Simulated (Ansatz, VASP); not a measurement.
**Al in VASP and in Ansatz**

```
CELL_PARAMETERS angstrom
-1.63665 1.63665 1.63665
1.63665 -1.63665 1.63665
1.63665 1.63665 -1.63665
ATOMIC_POSITIONS crystal
Al 0.00000 0.00000 0.00000
```

Alike in both runs: task single point; functional LDA; k mesh 16 × 16 × 16; occupations fermi-dirac, width 0.1 eV; no spin polarisation.

|  | VASP | Ansatz |
| --- | --- | --- |
| version | VASP 6.6.1 | Ansatz 0.2.0 |
| potentials or method | VASP PAW LDA potentials, release 64 (Al), cutoff 520 eV | plane waves (420 eV) with PAW, scalar-relativistic |
| valence electrons in the cell | 3 | 3 |

|  | VASP | Ansatz | Ansatz less VASP |
| --- | --- | --- | --- |
| pressure (GPa) | -4.8 | -4.8 | -0.04 |

Ansatz warns that its potentials were made for another functional, while VASP's fit it. LDA's correlation is that of Perdew and Zunger in VASP and of Perdew and Wang (1992) in Ansatz.
